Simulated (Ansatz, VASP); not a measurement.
Two plane-wave programs on FeGe

```
CELL_PARAMETERS angstrom
4.95938 0.00000 0.00000
-2.47969 4.29495 0.00000
0.00000 0.00000 4.05164
ATOMIC_POSITIONS crystal
Fe 0.50000 0.00000 0.00000
Fe 0.50000 0.50000 0.00000
Fe 0.00000 0.50000 0.00000
Ge 0.00000 0.00000 0.00000
Ge 0.33333 0.66667 0.50000
Ge 0.66667 0.33333 0.50000
```

Alike in both runs: functional PBE; k mesh 9 × 9 × 10; occupations gaussian, width 0.1 eV; collinear spin.

Ansatz relaxed the structure, and its values are those at the end. VASP's run is a single point on that final structure, the one shown.

|  | VASP | Ansatz |
| --- | --- | --- |
| version | VASP 6.6.1 | Ansatz 0.2.0 |
| potentials or method | VASP PAW PBE potentials, release 64 (Fe, Ge_d), cutoff 520 eV | scalar-relativistic, plane waves, PAW |
| valence electrons in the cell | 66 | 90 |

VASP gave:

| Item | Value |
| --- | --- |
| gap on the k mesh at the Fermi level (eV) | none |
| pressure (GPa) | 0.0 |
| net moment per atom (μB) | 0.68 |
| size of the moment on the site where the two differ most (μB) | 0.09 |

Question: Which values does Ansatz return?

Answer: gap on the k mesh at the Fermi level (eV): none; pressure (GPa): 0.0; net moment per atom (μB): 0.68; size of the moment on the site where the two differ most (μB): 0.07.

Site moments also hang on the region over which each program counts them. A gap of «none» marks a metal or a gap that the smearing closes. VASP's potentials hold 66 valence electrons a cell and Ansatz's 90, so a difference there can come from the potentials and not from the codes.
